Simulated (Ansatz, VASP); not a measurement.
# SnP5 in VASP and in Ansatz

```
CELL_PARAMETERS angstrom
6.28974 0.00000 0.00000
-3.14487 5.44707 0.00000
0.00000 0.00000 3.15578
ATOMIC_POSITIONS crystal
Sn 0.00000 0.00000 0.00000
P 0.50000 0.00000 0.50000
P 0.50000 0.50000 0.50000
P 0.00000 0.50000 0.50000
P 0.33333 0.66667 0.00000
P 0.66667 0.33333 0.00000
```

Change from the starting cell: species swapped into the KAu5 type (P6/mmm, No. 191).

Alike in both runs: functional PBE; k mesh 12 × 12 × 10; occupations gaussian, width 0.1 eV; no spin polarisation.

Ansatz relaxed the structure, and its values are those at the end. VASP's run is a single point on that final structure, the one shown.

|  | VASP | Ansatz |
| --- | --- | --- |
| version | VASP 6.6.1 | Ansatz 0.2.0 |
| potentials or method | VASP PAW PBE potentials, release 64 (Sn_d, P), cutoff 500 eV | scalar-relativistic, plane waves, PAW |
| valence electrons in the cell | 39 | 39 |

|  | VASP | Ansatz | Ansatz less VASP |
| --- | --- | --- | --- |
| gap on the k mesh at the Fermi level (eV) | none | none | - |
| pressure (GPa) | -0.2 | 0.0 | +0.20 |

A gap of «none» marks a metal or a gap that the smearing closes. The functional is the same, so the differences come from potentials, cutoffs and numerics.
